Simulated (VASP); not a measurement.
Write the native input for VASP 6.6.1 that does the following.

```
Task                   : single point
Functional             : PBE
Potentials or basis    : VASP PAW PBE potentials, release 64 (Al, Sn_d)
Cutoff                 : 520 eV
k mesh                 : 8 × 8 × 8
Occupations            : gaussian, width 0.1 eV
Spin                   : no spin polarisation
Dipole correction      : no
Further INCAR settings : ALGO = Fast; EDIFF = 1e-06; NBANDS = 38
```

The structure of AlSn4 lies in POSCAR:

```
AlSn4
1.0
    5.3257183433      0.0000000000      0.0000000000
    0.0000000000      5.3257183433      0.0000000000
    0.0000000000      0.0000000000      5.3257183433
Al Sn
1 4
Direct
    0.5000000000      0.5000000000      0.5000000000
    0.0000000000      0.5000000000      0.5000000000
    0.5000000000      0.5000000000      0.0000000000
    0.5000000000      0.0000000000      0.5000000000
    0.0000000000      0.0000000000      0.0000000000
```

The cell was generated, and may not be a known phase.

One way to write it, as run:

INCAR

```
  ALGO = Fast
  EDIFF = 1E-6
  ENCUT = 520
  GGA = PE
  ISIF = 2
  ISMEAR = 0
  LASPH = True
  LCHARG = False
  LREAL = False
  LWAVE = False
  NBANDS = 38
  NELM = 100
  PREC = Accurate
  SIGMA = 0.1
```

KPOINTS

```
k-points
0
Gamma
  8 8 8
```

Potentials or basis: VASP PAW PBE potentials, release 64 (Al, Sn_d).

Command:

```console
$ cat potpaw_PBE.64/Al/POTCAR potpaw_PBE.64/Sn_d/POTCAR > POTCAR
$ mpirun -np 1 vasp_std > vasp.out
```

It gave:

| Quantity | Value |
| --- | --- |
| Pressure | -0.1 GPa |
| Band gap on the k mesh | zero (an odd number of electrons rules out a gap without spin polarisation) |

Caveat: spin-orbit coupling is left out, which moves the levels of the heavy elements.

Run time: 71 s on 1 thread of Intel(R) Xeon(R) 6975P-C (Granite Rapids) (shared host), peak memory 0.32 GiB.
